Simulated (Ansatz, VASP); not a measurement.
## Two plane-wave programs on C

Contents of POSCAR:

```
C
1.0
    0.0000000000      1.8079500000      3.3480000000
    1.0438000000      0.0000000000      3.3480000000
    1.0438000000      1.8079500000      0.0000000000
C
2
Direct
    0.1666700000      0.8333300000      0.1666700000
    0.8333300000      0.1666700000      0.8333300000
```

INCAR.step1

```
  PREC = Accurate
  ENCUT = 520
  ISMEAR = 0
  SIGMA = 0.05
  LREAL = F
  LASPH = T
  NELM = 100
  NBANDS = 11
  GGA = PE
  ALGO = Normal
  EDIFF = 1E-4
  LWAVE = T
  LCHARG = F
```

INCAR.step2

```
  PREC = Accurate
  ENCUT = 520
  EDIFF = 1E-7
  ISMEAR = 0
  SIGMA = 0.05
  LREAL = F
  LASPH = T
  NELM = 100
  ALGO = Normal
  ISIF = 2
  LWAVE = F
  LCHARG = F
  METAGGA = R2SCAN
  LMIXTAU = T
  NBANDS = 11
  ISTART = 1
```

KPOINTS

```
Automatic mesh
0
Gamma
  14 14 14
```

Input for Ansatz:

```yaml
crystal:
  lattice:
    - [0.0, 1.80795, 3.348]
    - [1.0438, 0.0, 3.348]
    - [1.0438, 1.80795, 0.0]
  atoms:
    - { symbol: C, position: [0.16667, 0.83333, 0.16667] }
    - { symbol: C, position: [0.83333, 0.16667, 0.83333] }
basis:
  ecutwfc: 500
kpoints:
  mp_grid: { grid: [14, 14, 14] }
hamiltonian:
  xc: r2scan
scf:
  occupations: { method: gaussian, width: 0.05 }
output:
  forces: true
  stress: true
  eigenvalues: true
```

Change from the starting cell: strain -0.1500 x Voigt [1, 1, 0, 0, 0, 0], atoms carried along.

Alike in both runs: task single point; functional r2SCAN; k mesh 14 × 14 × 14; occupations gaussian, width 0.05 eV; no spin polarisation.

|  | VASP | Ansatz |
| --- | --- | --- |
| version | VASP 6.6.1 | Ansatz 0.2.0 |
| potentials or method | VASP PAW PBE potentials, release 64 (C), cutoff 520 eV | scalar-relativistic, plane waves, PAW |
| valence electrons in the cell | 8 | 8 |

|  | VASP | Ansatz | Ansatz less VASP |
| --- | --- | --- | --- |
| gap on the k mesh at the Fermi level (eV) | 1.14 | 1.14 | -0.001 |
| least direct gap on the mesh (eV) | 1.32 | 1.32 | -0.001 |
| pressure (GPa) | 275.4 | 273.9 | -1.56 |
| traceless stress, the component that is largest in VASP (GPa) | -275.30 | -273.38 | +1.915 |
| rms of the force components (eV/Å) | 0.006 | 0.006 | 0.0000 |

VASP's potentials were made for PBE, not for r2SCAN. Atom by atom the forces differ by 0.000 eV/Å (rms over components). Both programs put the cell under a high pressure, so it lies far from rest at this level.

Noted on VASP's run: the cell as given lies far from equilibrium.
